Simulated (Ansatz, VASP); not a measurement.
**LaAl3N2: VASP beside Ansatz**

```xyz
6
Lattice="2.4593 1.4199 4.9062 -2.4593 1.4199 4.9062 0.0000 -2.8398 4.9062" Properties=species:S:1:pos:R:3 pbc="T T T"
La    0.0000    0.0000    0.0000
Al    0.0000    0.0000    7.3593
Al    0.0000    0.0000   12.2686
Al    0.0000    0.0000    2.4501
N     0.0000    0.0000    9.7426
N     0.0000    0.0000    4.9761
```

Alike in both runs: task relaxation of cell and atoms; functional PBE; k mesh 4 × 4 × 4; occupations gaussian, width 0.2 eV; no spin polarisation.

|  | VASP | Ansatz |
| --- | --- | --- |
| version | VASP 6.6.1 | Ansatz 0.2.0 |
| potentials or method | VASP PAW PBE potentials, release 64 (La, Al, N), cutoff 600 eV | scalar-relativistic, plane waves, PAW |
| valence electrons in the cell | 30 | 30 |

Ansatz gave:

| Property | Result |
| --- | --- |
| gap on the k mesh at the Fermi level, each at its own relaxed structure (eV) | none |
| relaxed volume (Å³/atom) | 15.36 |
| relaxed cell length with the largest relative difference (Å) | 5.258 |

Q: What did VASP give for the same quantities?

A: gap on the k mesh at the Fermi level, each at its own relaxed structure (eV): none; relaxed volume (Å³/atom): 15.35; relaxed cell length with the largest relative difference (Å): 5.255.

A gap of «none» marks a metal or a gap that the smearing closes.

The k mesh is coarse, so the values compare programs but aren't converged. Neither program's run includes spin-orbit coupling.
